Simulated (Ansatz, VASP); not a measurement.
One calculation of C, two programs

Contents of INCAR:

```
ALGO = Normal
EDIFF = 1E-7
ENCUT = 520
GGA = PS
ISIF = 2
ISMEAR = 0
IVDW = 12
LASPH = T
LCHARG = F
LREAL = F
LWAVE = F
NBANDS = 16
NELM = 100
PREC = Accurate
SIGMA = 0.15
```

KPOINTS

```
k-points
0
Gamma
  21 21 8
```

The input POSCAR:

```
C
1.0
    2.4360295743      0.0000000000      0.0000000000
   -1.2180147872      2.1096634957      0.0000000000
    0.0000000000      0.0000000000      7.1816587880
C
4
Direct
    0.0000000000      0.0000000000      0.0025000000
    0.0000000000      0.0000000000      0.5025000000
    0.3333333333      0.6666666667      0.0025000000
    0.6666666667      0.3333333333      0.5025000000
```

Input for Ansatz:

```yaml
crystal:
  lattice:
    - [2.4360295743, 0.0, 0.0]
    - [-1.2180147872, 2.1096634957, 0.0]
    - [0.0, 0.0, 7.181658788]
  atoms:
    - { symbol: C, position: [0.0, 0.0, 0.0025] }
    - { symbol: C, position: [0.0, 0.0, 0.5025] }
    - { symbol: C, position: [0.3333333333, 0.6666666667, 0.0025] }
    - { symbol: C, position: [0.6666666667, 0.3333333333, 0.5025] }
basis:
  ecutwfc: 520.0
kpoints:
  mp_grid: { grid: [21, 21, 8] }
hamiltonian:
  xc: pbesol
  pseudopotentials: { kind: paw, azcp: { folder: soft_1 } }
  dispersion: d3bj
scf:
  occupations: { method: gaussian, width: 0.15 }
output:
  forces: true
  stress: true
  eigenvalues: true
```

Alike in both runs: task single point; functional PBEsol; dispersion D3(BJ); k mesh 21 × 21 × 8; occupations gaussian, width 0.15 eV; no spin polarisation.

```csv
,VASP,Ansatz
version,VASP 6.6.1,Ansatz 0.2.0
potentials or method,"VASP PAW PBE potentials, release 64 (C), cutoff 520 eV","scalar-relativistic, plane waves, PAW"
valence electrons in the cell,16,16
```

Ansatz gave:

```
gap on the k mesh at the Fermi level (eV)                     : none
pressure (GPa)                                                : 7.2
traceless stress, the component that is largest in VASP (GPa) : -9.03
```

Problem. What did VASP give for the same quantities?

Solution. gap on the k mesh at the Fermi level (eV): none; pressure (GPa): 7.9; traceless stress, the component that is largest in VASP (GPa): -9.81.

VASP's potentials were made for PBE, not for PBEsol, and Ansatz warns of the same on its side. A gap of «none» marks a metal or a gap that the smearing closes.
